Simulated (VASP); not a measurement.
# CoSi (P2_13) in VASP: a series of runs

Runs on CoSi. Level: PBE. Tasks: single point.

Everything below comes from runs of VASP 6.6.1. Logs are shortened: lines on timing, memory, paths and dates and some standing lists are left out, and cuts for length are marked.

## 1. The cell of the first run

Symmetry: P2_13, No. 198, cubic system. Conventional cell: a = 4.431 Å, b = 4.431 Å, c = 4.431 Å, α = 90.00°, β = 90.00°, γ = 90.00°. Co (site symmetry 3) has 7 Si at 2.36 to 2.39 Å and 6 Co at 2.74 Å within 3.1 Å. Si (site symmetry 3) has 7 Co at 2.36 to 2.39 Å and 6 Si at 2.74 Å within 3.1 Å.

## 2. Single point, PBE (atoms displaced along a vibrational mode)

File INCAR:

```
ALGO = Normal
EDIFF = 1E-6
ENCUT = 520
GGA = PE
ISIF = 2
ISMEAR = 0
LASPH = T
LCHARG = F
LREAL = F
LWAVE = F
NBANDS = 36
NELM = 100
PREC = Accurate
SIGMA = 0.15
```

File KPOINTS:

```
k-points
0
Gamma
  10 10 10
```

File POSCAR:

```
CoSi
1.0
    4.4308490675      0.0000000000      0.0000000000
    0.0000000000      4.4308490675      0.0000000000
    0.0000000000      0.0000000000      4.4308490675
Co Si
4 4
Direct
    0.1528370562      0.1528370562      0.1528370562
    0.3471629438      0.8471629438      0.6528370562
    0.6528370562      0.3471629438      0.8471629438
    0.8471629438      0.6528370562      0.3471629438
    0.8438205509      0.8438205509      0.8438205509
    0.6561794491      0.1561794491      0.3438205509
    0.3438205509      0.6561794491      0.1561794491
    0.1561794491      0.3438205509      0.6561794491
```

Potentials or basis: VASP PAW PBE potentials, release 64 (Co, Si).

Started as:

```console
> cat potpaw_PBE.64/Co/POTCAR potpaw_PBE.64/Si/POTCAR > POTCAR
> mpirun -np 1 vasp_std > vasp.out
```

OUTCAR:

```text
EDIFF = 1E-6
   ENCUT = 520
   GGA = PE
   ISIF = 2
   ISMEAR = 0
   LASPH = T
   LREAL = F
   NELM = 100
   PREC = Accurate

 ion  position               nearest neighbor table
   1  0.153  0.153  0.153-   6 2.36   7 2.36   8 2.36   5 2.37   7 2.39   8 2.39   6 2.39   3 2.74
                             4 2.74   2 2.74   2 2.74   4 2.74   3 2.74
   2  0.347  0.847  0.653-   5 2.36   7 2.36   8 2.36   6 2.37   7 2.39   8 2.39   5 2.39   1 2.74
                             1 2.74   3 2.74   3 2.74   4 2.74   4 2.74
   3  0.653  0.347  0.847-   5 2.36   6 2.36   8 2.36   7 2.37   8 2.39   6 2.39   5 2.39   1 2.74
                             4 2.74   2 2.74   2 2.74   4 2.74   1 2.74
   4  0.847  0.653  0.347-   5 2.36   6 2.36   7 2.36   8 2.37   6 2.39   5 2.39   7 2.39   1 2.74
                             3 2.74   2 2.74   1 2.74   2 2.74   3 2.74
   5  0.844  0.844  0.844-   2 2.36   3 2.36   4 2.36   1 2.37   3 2.39   4 2.39   2 2.39   6 2.74
                             7 2.74   8 2.74   6 2.74   8 2.74   7 2.74
   6  0.656  0.156  0.344-   1 2.36   3 2.36   4 2.36   2 2.37   3 2.39   4 2.39   1 2.39   8 2.74
                             5 2.74   5 2.74   7 2.74   7 2.74   8 2.74
   7  0.344  0.656  0.156-   1 2.36   2 2.36   4 2.36   3 2.37   4 2.39   2 2.39   1 2.39   8 2.74
                             5 2.74   8 2.74   6 2.74   6 2.74   5 2.74
   8  0.156  0.344  0.656-   1 2.36   2 2.36   3 2.36   4 2.37   2 2.39   1 2.39   3 2.39   7 2.74
                             5 2.74   7 2.74   5 2.74   6 2.74   6 2.74

  LATTYP: Found a simple cubic cell.
 ALAT       =     4.4308490675

  Lattice vectors:

 A1 = (   4.4308490675,   0.0000000000,   0.0000000000)
 A2 = (   0.0000000000,   4.4308490675,   0.0000000000)
 A3 = (   0.0000000000,   0.0000000000,   4.4308490675)

Analysis of symmetry for initial positions (statically):
=====================================================================
 Subroutine PRICEL returns:
 Original cell was already a primitive cell.

 Routine SETGRP: Setting up the symmetry group for a
 simple cubic supercell.

 Subroutine GETGRP returns: Found 12 space group operations
 (whereof  3 operations were pure point group operations)
 out of a pool of 48 trial point group operations.

The static configuration has the point symmetry C_3 .
 The point group associated with its full space group is T   .

Analysis of symmetry for dynamics (positions and initial velocities):
=====================================================================
 Subroutine PRICEL returns:
 Original cell was already a primitive cell.

 Routine SETGRP: Setting up the symmetry group for a
 simple cubic supercell.

 Subroutine GETGRP returns: Found 12 space group operations
 (whereof  3 operations were pure point group operations)
[... 127 lines left out ...]
   NUPDOWN=      -1.0000    fix difference up-down
   EMIN   =  10.00;   EMAX   =-10.00  energy-range for DOS
   EFERMI =   0.00;   METHOD = LEGACY
   ISMEAR =     0;   SIGMA  =   0.15  broadening in eV -4-tet -1-fermi 0-gaus
   EFERMI_NEDOS =   21; number of points for ismear=-14 and -15
   IALGO  =     38    algorithm
   IMIX   =      4    mixing-type and parameters
     AMIX     =   0.40;   BMIX     =  1.00
     AMIX_MAG =   1.60;   BMIX_MAG =  1.00
  volume/ion in A,a.u.               =      10.87        73.38
  Fermi-wavevector in a.u.,A,eV,Ry     =   1.379079  2.606080 25.876342  1.901858
  Thomas-Fermi vector in A             =   2.504081
   LORBIT       =      0    0 simple, 1 ext, 2 COOP (PROOUT), +10 PAW based schemes
   GGA     = PE    functional components
   LHFCALC =     F    Hartree Fock is set to
   AEXX    =    0.0000 exact exchange contribution
   IVDW    =     0    specifies the selected vdW correction
   LEPSILON=     F    determine dielectric tensor
   LRPA    =     F    only Hartree local field effects (RPA)
 non-spin polarized calculation
 Gauss-broadening in eV      SIGMA  =   0.15
  energy-cutoff  :      520.00
  volume of cell :       86.99
 maximum number of plane-waves:      2367
 NGX is ok and might be reduce to    36
   NGX = 17   NGY = 17   NGZ = 17

 number of electron      51.9999999 magnetization

 Free energy of the ion-electron system (eV)
  ---------------------------------------------------
  ext. energy  EPLUGINS =         0.00000000
  ---------------------------------------------------
  free energy    TOTEN  =       -54.69914176 eV

  energy without entropy =      -54.68232884  energy(sigma->0) =      -54.69073530

 E-fermi :  12.0883     XC(G=0): -12.8687

 val. band max:       12.0528358437   @ k =   0.0000   0.0000   0.0000
 cond. band min:      12.1008863798   @ k =   0.5000   0.4000   0.4000
 fundamental gap:      0.0480505361
 Fermi energy:        12.0882531921

 k-point     1 :       0.0000    0.0000    0.0000
  band No.  band energies     occupation
      1      -1.5675      2.00000
      2       3.9145      2.00000
      3       3.9145      2.00000
      4       3.9145      2.00000
      5       6.6057      2.00000
      6       6.6057      2.00000
[... 925 lines left out ...]
     35      16.6291      0.00000
     36      18.0555      0.00000

 [... further k-points ...]

------------------------ aborting loop because EDIFF is reached ----------------------------------------

  FORCE on cell =-STRESS in cart. coord.  units (eV):
  Direction    XX          YY          ZZ          XY          YZ          ZX
  --------------------------------------------------------------------------------------
  -------------------------------------------------------------------------------------
  Total       -0.3117462     -0.3117462     -0.3117462      0.0000000      0.0000000      0.0000000
  in kB       -5.7418364     -5.7418364     -5.7418364      0.0000000      0.0000000      0.0000000
  external PRESSURE =      -5.7418364 kB  Pullay stress =       0.0000000 kB

 VOLUME and BASIS-vectors are now :
 -----------------------------------------------------------------------------
  energy-cutoff  :      520.00
  volume of cell :       86.99
      direct lattice vectors                 reciprocal lattice vectors
     4.430849067  0.000000000  0.000000000     0.225690378  0.000000000  0.000000000
     0.000000000  4.430849067  0.000000000     0.000000000  0.225690378  0.000000000
     0.000000000  0.000000000  4.430849067     0.000000000  0.000000000  0.225690378

 POSITION                                       TOTAL-FORCE (eV/Angst)
 -----------------------------------------------------------------------------------
      0.67720      0.67720      0.67720        -0.279965     -0.279965     -0.279965
      1.53823      3.75365      2.89262         0.279965      0.279965     -0.279965
      2.89262      1.53823      3.75365        -0.279965      0.279965      0.279965
      3.75365      2.89262      1.53823         0.279965     -0.279965      0.279965
      3.73884      3.73884      3.73884        -0.028506     -0.028506     -0.028506
      2.90743      0.69201      1.52342         0.028506      0.028506     -0.028506
      1.52342      2.90743      0.69201        -0.028506      0.028506      0.028506
      0.69201      1.52342      2.90743         0.028506     -0.028506      0.028506
 -----------------------------------------------------------------------------------
    total drift:                               -0.000000     -0.000000     -0.000000

  FREE ENERGIE OF THE ION-ELECTRON SYSTEM (eV)
  ---------------------------------------------------
  free  energy   TOTEN  =       -54.6991417587 eV

  energy  without entropy=      -54.6823288356  energy(sigma->0) =      -54.69073530
```

stdout:

```text
POSCAR found type information on POSCAR CoSi
 POSCAR found :  2 types and       8 ions
 scaLAPACK will be used
 LDA part: xc-table for (Slater+PW92), standard interpolation
 POSCAR, INCAR and KPOINTS ok, starting setup
 FFT: planning ... GRIDC
 FFT: planning ... GRID_SOFT
 FFT: planning ... GRID
 WAVECAR not read
 entering main loop
```

Run time: 3 min. Hardware: 1 thread of Intel Xeon Platinum 8124M at 3.00GHz (Skylake/Cascade Lake), shared host; peak memory 0.32 GiB.

Results:

| Quantity | Value |
| --- | --- |
| Free energy | -54.6991 eV |
| Pressure | -0.6 GPa |
| Largest force | 0.485 eV/Å |
| Band gap on the k mesh | zero (bands 26 and 27 overlap by 0.22 eV) |

Forces in eV/Å, atoms in the order of the input:
```
Co  -0.280 -0.280 -0.280
Co   0.280  0.280 -0.280
Co  -0.280  0.280  0.280
Co   0.280 -0.280  0.280
Si  -0.029 -0.029 -0.029
Si   0.029  0.029 -0.029
Si  -0.029  0.029  0.029
Si   0.029 -0.029  0.029
```

Caveat: the cell differs from its parent crystal (atoms displaced along a vibrational mode); the run has no spin polarisation, though such a crystal can be magnetic. Spin polarisation is off, so any magnetic state and its effect on volume and gap are missing.

## 3. Single point, PBE (atoms displaced along a vibrational mode)

File INCAR:

```
PREC = Accurate
ENCUT = 520
EDIFF = 1E-7
ISMEAR = 0
SIGMA = 0.15
LREAL = False
LASPH = True
NELM = 60
ALGO = Normal
ISIF = 2
LWAVE = False
LCHARG = False
GGA = PE
NBANDS = 36
```

File KPOINTS:

```
regular mesh
0
Gamma
  10 10 10
```

File POSCAR:

```
CoSi
1.0
    4.4308490675      0.0000000000      0.0000000000
    0.0000000000      4.4308490675      0.0000000000
    0.0000000000      0.0000000000      4.4308490675
Co Si
4 4
Direct
    0.1411098402      0.1411098402      0.1411098402
    0.3588901598      0.8588901598      0.6411098402
    0.6411098402      0.3588901598      0.8588901598
    0.8588901598      0.6411098402      0.3588901598
    0.8428292902      0.8428292902      0.8428292902
    0.6571707098      0.1571707098      0.3428292902
    0.3428292902      0.6571707098      0.1571707098
    0.1571707098      0.3428292902      0.6571707098
```

Potentials or basis: VASP PAW PBE potentials, release 64 (Co, Si).

Started as:

```console
> cat potpaw_PBE.64/Co/POTCAR potpaw_PBE.64/Si/POTCAR > POTCAR
> mpirun -np 1 vasp_std > vasp.out
```

Run time: 3.1 min. Hardware: 1 thread of Intel Xeon Platinum 8124M at 3.00GHz (Skylake/Cascade Lake), shared host; peak memory 0.33 GiB.

It converged, with:

```
Free energy            : -54.7427 eV
Pressure               : 0.5 GPa
Largest force          : 0.223 eV/Å
Band gap on the k mesh : zero (bands 26 and 27 overlap by 0.21 eV)
```

Forces in eV/Å, atoms in the order of the input:
```
Co   0.129  0.129  0.129
Co  -0.129 -0.129  0.129
Co   0.129 -0.129 -0.129
Co  -0.129  0.129 -0.129
Si   0.001  0.001  0.001
Si  -0.001 -0.001  0.001
Si   0.001 -0.001 -0.001
Si  -0.001  0.001 -0.001
```

Levels at points of the mesh, in eV from the Fermi level:
| k point | band 23 | band 24 | band 25 | band 26 | band 27 | band 28 | band 29 | band 30 |
| --- | --- | --- | --- | --- | --- | --- | --- | --- |
| (0.00, 0.00, 0.00) | -0.82 | -0.82 | -0.05 | -0.05 | -0.05 | 2.44 | 2.44 | 2.44 |
| (0.50, 0.00, 0.00) | -0.71 | -0.71 | -0.52 | -0.52 | 0.95 | 0.95 | 1.43 | 1.43 |
| (0.50, 0.50, 0.00) | -1.06 | -1.06 | -0.07 | -0.07 | 0.53 | 0.53 | 1.96 | 1.96 |
| (0.50, 0.50, 0.50) | -1.27 | -1.27 | -0.26 | -0.26 | -0.26 | -0.26 | 5.33 | 5.33 |

Caveat: the cell differs from its parent crystal (atoms displaced along a vibrational mode); the run has no spin polarisation, though such a crystal can be magnetic.

## 4. Single point, PBE (atoms displaced along a vibrational mode)

INCAR: that of step 3 with these lines changed.

```diff
@@ -2,3 +2,3 @@
 ENCUT = 520
-EDIFF = 1E-7
+EDIFF = 1E-6
 ISMEAR = 0
```

File KPOINTS:

```
Automatic mesh
0
Gamma
  10 10 10
```

File POSCAR:

```
CoSi
1.0
    4.4308490675      0.0000000000      0.0000000000
    0.0000000000      4.4308490675      0.0000000000
    0.0000000000      0.0000000000      4.4308490675
Co Si
4 4
Direct
    0.1587006642      0.1587006642      0.1587006642
    0.3412993358      0.8412993358      0.6587006642
    0.6587006642      0.3412993358      0.8412993358
    0.8412993358      0.6587006642      0.3412993358
    0.8443161812      0.8443161812      0.8443161812
    0.6556838188      0.1556838188      0.3443161812
    0.3443161812      0.6556838188      0.1556838188
    0.1556838188      0.3443161812      0.6556838188
```

Started as:

```console
> cat potpaw_PBE.64/Co/POTCAR potpaw_PBE.64/Si/POTCAR > POTCAR
> mpirun -np 1 vasp_std > vasp.out
```

Run time: 3 min. Hardware: 1 thread of Intel Xeon Platinum 8124M at 3.00GHz (Skylake/Cascade Lake), shared host; peak memory 0.32 GiB.

The run converged. Its results:

```yaml
Free_energy: -54.5735 eV
Pressure: -0.2 GPa
Largest_force: 0.907 eV/Å
Band_gap_on_the_k_mesh: zero (bands 26 and 27 overlap by 0.23 eV)
```

Forces on the atoms (eV/Å):
```
Co  -0.523 -0.523 -0.523
Co   0.523  0.523 -0.523
Co  -0.523  0.523  0.523
Co   0.523 -0.523  0.523
Si  -0.074 -0.074 -0.074
Si   0.074  0.074 -0.074
Si  -0.074  0.074  0.074
Si   0.074 -0.074  0.074
```

Levels at points of the mesh, in eV from the Fermi level:
```csv
k point,band 22,band 23,band 24,band 25,band 26,band 27,band 28,band 29,band 30,band 31
"(0.00, 0.00, 0.00)",-0.93,-0.80,-0.80,-0.03,-0.03,-0.03,2.52,2.52,2.52,2.79
"(0.50, 0.00, 0.00)",-1.05,-0.62,-0.62,-0.50,-0.50,1.02,1.02,1.55,1.55,4.03
"(0.50, 0.50, 0.00)",-1.36,-0.94,-0.94,-0.06,-0.06,0.62,0.62,2.03,2.03,2.55
"(0.50, 0.50, 0.50)",-1.23,-1.23,-1.23,-0.26,-0.26,-0.26,-0.26,5.55,5.55,5.55
```

Caveat: the cell differs from its parent crystal (atoms displaced along a vibrational mode); the run has no spin polarisation, though such a crystal can be magnetic. Spin polarisation is off, so any magnetic state and its effect on volume and gap are missing.

## 5. The runs side by side

| cell | gap on the mesh (eV) | pressure (GPa) | largest force (eV/Å) |
| --- | --- | --- | --- |
| as given, atomic positions A | none | -0.6 | 0.48 |
| as given, atomic positions B | none | 0.5 | 0.22 |
| as given, atomic positions C | none | -0.2 | 0.91 |

Alike in all rows: task single point; level PBE; potentials or basis VASP PAW PBE potentials, release 64 (Co, Si); no spin polarisation; k mesh 10 × 10 × 10; cutoff (eV) 520; smearing gaussian 0.15 eV.

Caveats: the run has no spin polarisation, though such a crystal can be magnetic.

Total energies depend on the potentials used, so only differences within one code and one set of settings carry meaning.
